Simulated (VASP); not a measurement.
LiF, 2 atoms in the cell. The structure is cubic, space group Pm-3m (No. 221). Conventional cell: a = 2.457 Å, b = 2.457 Å, c = 2.457 Å, α = 90.00°, β = 90.00°, γ = 90.00°. Li (site symmetry m-3m) has 8 F at 2.13 Å and 6 Li at 2.46 Å within 2.8 Å. Within 2.8 Å of F (site symmetry m-3m) lie 8 Li at 2.13 Å and 6 F at 2.46 Å.  This cell differs from its parent crystal: strain -0.040 along x and y, -0.040 along z.

```yaml
Program: VASP 6.6.1
Task: single point
Functional: PBE
Potentials_or_basis: VASP PAW PBE potentials, release 64 (Li_sv, F)
Cutoff: 520 eV
k_mesh: 10 × 10 × 10
Occupations: gaussian, width 0.05 eV
Spin: no spin polarisation
Dipole_correction: no
Further_INCAR_settings: ALGO = Normal; EDIFF = 1e-06; NBANDS = 12
```

Potentials or basis: VASP PAW PBE potentials, release 64 (Li_sv, F).

Run with:

```sh
$ cat potpaw_PBE.64/Li_sv/POTCAR potpaw_PBE.64/F/POTCAR > POTCAR
$ mpirun -np 1 vasp_std > vasp.out
```

Hardware: 1 thread of Intel Xeon 8259CL, on a shared host.

**Question.** How long does it take, and how much memory?

**Answer.** It took 6.9 s on 1 thread of Intel Xeon 8259CL, on a shared host, peak memory 0.12 GiB. Counts: scf iterations 11, k points 56.
